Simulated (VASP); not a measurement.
# Si (Cm) in VASP: a series of runs

Si is run at these levels: LDA; tasks: single point.

All numbers are computed with VASP 6.6.1; they aren't measurements. Logs are shortened: lines on timing, memory, paths and dates and some standing lists are left out, and cuts for length are marked.

### Step 1. The cell of the first run

The structure is monoclinic, space group Cm (No. 8). Conventional cell: a = 4.864 Å, b = 9.177 Å, c = 3.595 Å, α = 90.00°, β = 132.57°, γ = 90.00°. Si (site symmetry m) has 8 Si at 2.37 to 2.83 Å within 3.1 Å. Si (site symmetry m) has 8 Si at 2.37 to 2.80 Å within 3.1 Å. Within 3.9 Å of Si (site symmetry 1) lie 20 Si at 2.47 to 3.80 Å.

### Step 2. Single point, LDA (atom 1 (Si) moved -0.100 Å along Cartesian [1 -1 0])

File INCAR:

```
PREC = Accurate
ENCUT = 520
EDIFF = 1E-6
ISMEAR = 0
SIGMA = 0.15
LREAL = F
LASPH = T
NELM = 80
ALGO = Fast
ISIF = 2
LWAVE = F
LCHARG = F
GGA = CA
NBANDS = 16
```

File KPOINTS:

```
regular mesh
0
Gamma
  14 14 14
```

File POSCAR:

```
Si
1.0
    0.0000000000      2.6473542551      4.5885893296
    2.4320087322      0.0000000000      4.5885893296
    2.4320087322      2.6473542551      0.0000000000
Si
4
Direct
    0.7576094041      0.2423905959      0.7285343941
    0.2702830718      0.7297169282      0.2702830718
    0.7744251954      0.7744251954      0.2255748046
    0.2255748046      0.2255748046      0.7744251954
```

Potentials or basis: VASP PAW LDA potentials, release 64 (Si).

On the command line:

```console
> cat potpaw_LDA.64/Si/POTCAR > POTCAR
> mpirun -np 1 vasp_std > vasp.out
```

OUTCAR:

```text
PREC = Accurate
   ENCUT = 520
   EDIFF = 1E-6
   ISMEAR = 0
   LREAL = F
   LASPH = T
   NELM = 80
   ISIF = 2
   GGA = CA

 ion  position               nearest neighbor table
   1  0.758  0.242  0.729-   2 2.37   3 2.48   4 2.48   2 2.50   2 2.51   2 2.79   3 2.83   4 2.83

   2  0.270  0.730  0.270-   1 2.37   1 2.50   1 2.51   3 2.52   4 2.52   1 2.79   3 2.80   4 2.80

   3  0.774  0.774  0.226-   4 2.47   4 2.47   1 2.48   2 2.52   4 2.69   4 2.69   2 2.80   1 2.83

   4  0.226  0.226  0.774-   3 2.47   3 2.47   1 2.48   2 2.52   3 2.69   3 2.69   2 2.80   1 2.83

  LATTYP: Found a face centered orthorhombic cell.
 ALAT       =     4.8640174644
 B/A-ratio  =     1.0885463609
 C/A-ratio  =     1.8867487065

  Lattice vectors:

 A1 = (   0.0000000000,   2.6473542551,   4.5885893296)
 A2 = (   2.4320087322,   0.0000000000,   4.5885893296)
 A3 = (   2.4320087322,   2.6473542551,   0.0000000000)

Analysis of symmetry for initial positions (statically):
=====================================================================
 Subroutine PRICEL returns:
 Original cell was already a primitive cell.

 Routine SETGRP: Setting up the symmetry group for a
 face centered orthorhombic supercell.

 Subroutine GETGRP returns: Found  2 space group operations
 (whereof  2 operations were pure point group operations)
 out of a pool of  8 trial point group operations.

The static configuration has the point symmetry C_1h.

Analysis of symmetry for dynamics (positions and initial velocities):
=====================================================================
 Subroutine PRICEL returns:
 Original cell was already a primitive cell.

 Routine SETGRP: Setting up the symmetry group for a
 face centered orthorhombic supercell.

 Subroutine GETGRP returns: Found  2 space group operations
 (whereof  2 operations were pure point group operations)
 out of a pool of  8 trial point group operations.

The dynamic configuration has the point symmetry C_1h.

 Subroutine INISYM returns: Found  2 space group operations
 (whereof  2 operations are pure point group operations),
 and found     1 'primitive' translations

----------------------------------------------------------------------------------------

                                     Primitive cell

  volume of cell :      59.0862

  direct lattice vectors                    reciprocal lattice vectors
     0.000000000  2.647354255  4.588589330    -0.205591367  0.188867810  0.108965951
     2.432008732  0.000000000  4.588589330     0.205591367 -0.188867810  0.108965951
     2.432008732  2.647354255  0.000000000     0.205591367  0.188867810 -0.108965951

  length of vectors
     5.297512302  5.193247395  3.594878444     0.299687234  0.299687234  0.299687234

  position of ions in fractional coordinates (direct lattice)
     0.757609404  0.242390596  0.728534394
     0.270283072  0.729716928  0.270283072
     0.774425195  0.774425195  0.225574805
     0.225574805  0.225574805  0.774425195

  ion indices of the primitive-cell ions
   primitive index   ion index
                 1           1
                 2           2
                 3           3
                 4           4

----------------------------------------------------------------------------------------

 KPOINTS: regular mesh

Automatic generation of k-mesh.
 Grid dimensions read from file:
 generate k-points for:   14   14   14

 Generating k-lattice:

  Cartesian coordinates                     Fractional coordinates (reciprocal lattice)
    -0.014685098  0.013490558  0.007783282     0.071428571  0.000000000  0.000000000
     0.014685098 -0.013490558  0.007783282     0.000000000  0.071428571  0.000000000
     0.014685098  0.013490558 -0.007783282     0.000000000  0.000000000  0.071428571

  Length of vectors
     0.021406231  0.021406231  0.021406231

  Shift w.r.t. Gamma in fractional coordinates (k-lattice)
     0.000000000  0.000000000  0.000000000

 Subroutine IBZKPT returns following result:
 ===========================================

 Found    744 irreducible k-points:

 Following reciprocal coordinates:
            Coordinates               Weight
  0.000000  0.000000  0.000000      1.000000
  0.071429 -0.000000 -0.000000      4.000000
 -0.071429 -0.071429 -0.071429      4.000000
  0.142857  0.000000 -0.000000      4.000000
 -0.142857 -0.142857 -0.142857      4.000000
  0.214286 -0.000000 -0.000000      4.000000
[... 16 lines left out ...]
  0.357143  0.071429  0.000000      4.000000
 -0.357143 -0.357143 -0.285714      4.000000
 [... further k-points ...]
   k-points           NKPTS =    744   k-points in BZ     NKDIM =    744   number of bands    NBANDS=     16
   number of dos      NEDOS =    301   number of ions     NIONS =      4
   total plane-waves  NPLWV =  44800
   dimension x,y,z NGX =    40 NGY =   40 NGZ =   28
   dimension x,y,z NGXF=    80 NGYF=   80 NGZF=   56
   ions per type =               4
   NGX,Y,Z   is equivalent  to a cutoff of  12.55, 12.80, 12.95 a.u.
   NGXF,Y,Z  is equivalent  to a cutoff of  25.11, 25.61, 25.90 a.u.
 SYSTEM =  unknown system
   PREC   = accura    normal or accurate (medium, high low for compatibility)
   ISTART =      0    job   : 0-new  1-cont  2-samecut
   ICHARG =      2    charge: 1-file 2-atom 10-const
   ISPIN  =      1    spin polarized calculation?
   LNONCOLLINEAR =      F non collinear calculations
   LSORBIT =      F    spin-orbit coupling
   LASPH  =      T    aspherical Exc in radial PAW
   ENCUT  =  520.0 eV  38.22 Ry    6.18 a.u.   9.85  9.66  6.68*2*pi/ulx,y,z
   NELM   =     80;   NELMIN=  2; NELMDL= -5     # of ELM steps
   EDIFF  = 0.1E-05   stopping-criterion for ELM
   LREAL  =      F    real-space projection
   EDIFFG = 0.1E-04   stopping-criterion for IOM
   NSW    =      0    number of steps for IOM
   IBRION =     -1    ionic relax: 0-MD 1-quasi-New 2-CG
   NFREE  =      0    steps in history (QN), initial steepest desc. (CG)
   ISIF   =      2    stress and relaxation
   ISYM   =      2    0-nonsym 1-usesym 2-fastsym
   POTIM  = 0.5000    time-step for ionic-motion
   TEBEG  =    0.0;   TEEND  =   0.0 temperature during run
   PSTRESS=    0.0 pullay stress
   NELECT =      16.0000    total number of electrons
   NUPDOWN=      -1.0000    fix difference up-down
   EMIN   =  10.00;   EMAX   =-10.00  energy-range for DOS
   EFERMI =   0.00;   METHOD = LEGACY
   ISMEAR =     0;   SIGMA  =   0.15  broadening in eV -4-tet -1-fermi 0-gaus
   EFERMI_NEDOS =   21; number of points for ismear=-14 and -15
   IALGO  =     68    algorithm
   IMIX   =      4    mixing-type and parameters
     AMIX     =   0.40;   BMIX     =  1.00
     AMIX_MAG =   1.60;   BMIX_MAG =  1.00
  volume/ion in A,a.u.               =      14.77        99.68
  Fermi-wavevector in a.u.,A,eV,Ry     =   1.059138  2.001481 15.262663  1.121774
  Thomas-Fermi vector in A             =   2.194473
   LORBIT       =      0    0 simple, 1 ext, 2 COOP (PROOUT), +10 PAW based schemes
   GGA     = CA    functional components
   LHFCALC =     F    Hartree Fock is set to
   AEXX    =    0.0000 exact exchange contribution
   IVDW    =     0    specifies the selected vdW correction
   LEPSILON=     F    determine dielectric tensor
   LRPA    =     F    only Hartree local field effects (RPA)
 non-spin polarized calculation
 RMM-DIIS sequential band-by-band and
 Gauss-broadening in eV      SIGMA  =   0.15
  energy-cutoff  :      520.00
  volume of cell :       59.09
 maximum number of plane-waves:      1604
   NGX = 19   NGY = 19   NGZ = 13

 number of electron      16.0000000 magnetization

 Free energy of the ion-electron system (eV)
  ---------------------------------------------------
  ext. energy  EPLUGINS =         0.00000000
  ---------------------------------------------------
  free energy    TOTEN  =       -22.95033196 eV

  energy without entropy =      -22.93506925  energy(sigma->0) =      -22.94270060

 E-fermi :   9.5270     XC(G=0): -11.1138

 val. band max:        9.5248339670   @ k =  -0.2857   0.2857   0.3571
 cond. band min:       9.5279337011   @ k =   0.4286  -0.4286  -0.4286
 fundamental gap:      0.0030997341
 Fermi energy:         9.5270472100

 k-point     1 :       0.0000    0.0000    0.0000
  band No.  band energies     occupation
      1      -4.4694      2.00000
      2       1.8267      2.00000
      3       2.6790      2.00000
      4       6.7555      2.00000
      5       7.0082      2.00000
      6       7.2509      2.00000
[... 8 lines left out ...]
     15      17.9646      0.00000
     16      18.0515      0.00000

 k-point     2 :       0.0714   -0.0000   -0.0000
  band No.  band energies     occupation
      1      -4.4039      2.00000
      2       1.6830      2.00000
      3       2.9410      2.00000
      4       5.9675      2.00000
      5       6.4757      2.00000
      6       7.0317      2.00000
[... 8 lines left out ...]
     15      17.6094      0.00000
     16      18.2645      0.00000

 k-point     3 :      -0.0714   -0.0714   -0.0714
  band No.  band energies     occupation
      1      -4.4037      2.00000
      2       1.6828      2.00000
      3       2.9424      2.00000
      4       5.9647      2.00000
      5       6.4642      2.00000
      6       7.0156      2.00000
[... 8 lines left out ...]
     15      17.5701      0.00000
     16      18.2950      0.00000

 k-point     4 :       0.1429    0.0000   -0.0000
  band No.  band energies     occupation
      1      -4.2077      2.00000
      2       1.4736      2.00000
      3       3.4901      2.00000
      4       4.6327      2.00000
      5       5.5593      2.00000
      6       7.0629      2.00000
[... 8 lines left out ...]
     15      17.6030      0.00000
     16      17.8827      0.00000
[... 324 lines left out ...]
 k-point    22 :      -0.2857   -0.2857   -0.2143
  band No.  band energies     occupation
      1      -3.7411      2.00000
      2       0.5640      2.00000
      3       2.8848      2.00000
      4       5.1337      2.00000
      5       5.3716      2.00000
      6       6.9408      2.00000
[... 8 lines left out ...]
     15      16.3211      0.00000
     16      17.4137      0.00000

 k-point    23 :       0.3571    0.0714    0.0000
  band No.  band energies     occupation
      1      -3.2540      2.00000
      2       0.5547      2.00000
      3       1.6828      2.00000
      4       4.3989      2.00000
      5       6.2111      2.00000
      6       7.1140      2.00000
[... 8 lines left out ...]
     15      16.5510      0.00000
     16      17.1462      0.00000

 k-point    24 :      -0.3571   -0.3571   -0.2857
  band No.  band energies     occupation
      1      -3.2499      2.00000
      2       0.5735      2.00000
      3       1.6354      2.00000
      4       4.4202      2.00000
      5       6.2016      2.00000
      6       7.1087      2.00000
[... 8 lines left out ...]
     15      16.3807      0.00000
     16      17.1599      0.00000

 [... further k-points ...]
[... 5 lines left out ...]
  --------------------------------------------------------------------------------------
  -------------------------------------------------------------------------------------
  Total        0.3915153     -0.2261542      0.1611775      0.0597741      0.0000000      0.0000000
  in kB       10.6162930     -6.1323771      4.3704748      1.6208296      0.0000000      0.0000000
  external PRESSURE =       2.9514636 kB  Pullay stress =       0.0000000 kB

 VOLUME and BASIS-vectors are now :
 -----------------------------------------------------------------------------
  energy-cutoff  :      520.00
  volume of cell :       59.09
      direct lattice vectors                 reciprocal lattice vectors
     0.000000000  2.647354255  4.588589330    -0.205591367  0.188867810  0.108965951
     2.432008732  0.000000000  4.588589330     0.205591367 -0.188867810  0.108965951
     2.432008732  2.647354255  0.000000000     0.205591367  0.188867810 -0.108965951

 POSITION                                       TOTAL-FORCE (eV/Angst)
 -----------------------------------------------------------------------------------
      2.36130      3.93435      4.58859         0.556363     -0.347988      0.000000
      2.43201      1.43107      4.58859        -0.485632      0.257747      0.000000
      2.43201      2.64735      7.10704        -0.035365      0.045120     -0.125577
      2.43201      2.64735      2.07014        -0.035365      0.045120      0.125577
 -----------------------------------------------------------------------------------
    total drift:                               -0.000001      0.000018      0.000000

  FREE ENERGIE OF THE ION-ELECTRON SYSTEM (eV)
  ---------------------------------------------------
  free  energy   TOTEN  =       -22.9503319572 eV

  energy  without entropy=      -22.9350692511  energy(sigma->0) =      -22.94270060
```

Wall time 18 min (1 thread of Oxide Virtual Turin-like, shared host); peak memory 0.52 GiB.

What came out:

```yaml
Free_energy: -22.9503 eV
Pressure: 0.3 GPa
Largest_force: 0.656 eV/Å
Band_gap_on_the_k_mesh: zero (bands 8 and 9 overlap by 3.75 eV)
```

Forces in eV/Å, atoms in the order of the input:
```
Si   0.556 -0.348  0.000
Si  -0.486  0.258  0.000
Si  -0.035  0.045 -0.126
Si  -0.035  0.045  0.126
```

Levels at points of the mesh, in eV from the Fermi level:
```
           k point  band 6  band 7  band 8  band 9  band 10  band 11
(0.00, 0.00, 0.00)   -2.28   -2.00   -1.94   -1.56     1.30     1.68
(0.50, 0.00, 0.00)   -1.47   -1.10    0.10    0.12     0.56     2.99
(0.50, 0.50, 0.50)   -1.38   -1.04    0.02    0.26     0.37     2.97
(0.50, 0.50, 0.00)   -2.52    0.18    1.02    1.80     2.72     3.01
(0.50, 0.00, 0.50)   -5.34   -2.83   -2.54   -2.05    -1.73     5.38
(0.00, 0.50, 0.50)   -6.61   -2.63   -2.07   -1.80     1.34     4.76
```

Caveat: the cell differs from its parent crystal (atom 1 (Si) moved -0.100 Å along Cartesian [1 -1 0]).

### Step 3. Single point, LDA (atom 1 (Si) moved +0.080 Å along Cartesian [1 -1 0])

File INCAR:

```
SYSTEM = Si
PREC = Accurate
ENCUT = 520
EDIFF = 1E-7
ISMEAR = 0
SIGMA = 0.15
LREAL = .False.
LASPH = .True.
NELM = 80
ALGO = Fast
ISIF = 2
LWAVE = .False.
LCHARG = .False.
GGA = CA
NBANDS = 16
```

File KPOINTS:

```
Automatic mesh
0
Gamma
  14 14 14
  0 0 0
```

Edit POSCAR of step 2 so:

```diff
@@ -8,3 +8,3 @@
 Direct
-    0.7576094041      0.2423905959      0.7285343941
+    0.7074029475      0.2925970525      0.7306629555
     0.2702830718      0.7297169282      0.2702830718
```

Potentials or basis: VASP PAW LDA potentials, release 64 (Si).

On the command line:

```console
> cat potpaw_LDA.64/Si/POTCAR > POTCAR
> mpirun -np 1 vasp_std > vasp.out
```

Wall time 21 min (1 thread of Oxide Virtual Turin-like, shared host); peak memory 0.52 GiB.

The run converged. Its results:

```yaml
Free_energy: -22.9621 eV
Pressure: 0.3 GPa
Largest_force: 0.526 eV/Å
Band_gap_on_the_k_mesh: zero (bands 8 and 9 overlap by 3.82 eV)
```

Forces on the atoms (eV/Å):
```
Si  -0.411  0.329  0.000
Si   0.346 -0.267  0.000
Si   0.032 -0.031  0.050
Si   0.032 -0.031 -0.050
```

Stress tensor (GPa, compression positive):
```
 0.47  0.05  0.00
 0.05  1.06  0.00
 0.00  0.00 -0.58
```

Levels at points of the mesh, in eV from the Fermi level:
```csv
k point,band 5,band 6,band 7,band 8,band 9,band 10,band 11,band 12
"(0.00, 0.00, 0.00)",-2.49,-2.19,-2.02,-1.91,-1.64,1.21,1.69,5.03
"(0.50, 0.00, 0.00)",-1.66,-1.34,-1.22,0.04,0.26,0.50,2.93,3.08
"(0.50, 0.50, 0.50)",-1.60,-1.40,-1.25,0.04,0.34,0.50,2.96,3.04
"(0.50, 0.50, 0.00)",-2.69,-2.54,0.38,0.97,1.90,2.44,2.90,3.19
"(0.50, 0.00, 0.50)",-5.61,-5.36,-2.87,-2.54,-1.98,-1.77,5.28,6.06
"(0.00, 0.50, 0.50)",-6.97,-6.59,-2.61,-2.07,-1.81,1.36,4.81,5.20
```

Caveat: the cell differs from its parent crystal (atom 1 (Si) moved +0.080 Å along Cartesian [1 -1 0]).
